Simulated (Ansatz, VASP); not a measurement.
## CoSn in VASP and in Ansatz

```xyz
6
Lattice="5.2460 0.0000 0.0000 -2.6230 4.5432 0.0000 0.0000 0.0000 4.1876" Properties=species:S:1:pos:R:3 pbc="T T T"
Sn    0.0000    0.0000    0.0000
Sn    0.0000    3.0288    2.0938
Sn    2.6230    1.5144    2.0938
Co    2.6230    0.0000    0.0000
Co    1.3115    2.2716    0.0000
Co   -1.3115    2.2716    0.0000
```

Alike in both runs: task single point; functional PBEsol; k mesh 5 × 5 × 6; occupations fermi-dirac, width 0.05 eV; collinear spin; fixed moment 12 μB.

|  | VASP | Ansatz |
| --- | --- | --- |
| version | VASP 6.6.1 | Ansatz 0.2.0 |
| potentials or method | VASP PAW PBE potentials, release 64 (Sn_d, Co) | Ansatz PAW |
| plane-wave cutoff (eV) | 520 | 420 |
| valence electrons in the cell | 69 | 93 |

Ansatz gave:

| Property | Result |
| --- | --- |
| net moment per atom (μB) | 2.00 |
| size of the moment on the site where the two differ most (μB) | 0.45 |

**Question.** Estimate VASP's values.

**Answer.** net moment per atom (μB): 2.00; size of the moment on the site where the two differ most (μB): 0.75.

VASP's potentials were made for PBE, not for PBEsol. Site moments also hang on the region over which each program counts them. With one functional, cell and mesh, what is left measures potentials, basis and numerics. VASP's potentials hold 69 valence electrons a cell and Ansatz's 93, so a difference there can come from the potentials and not from the codes.
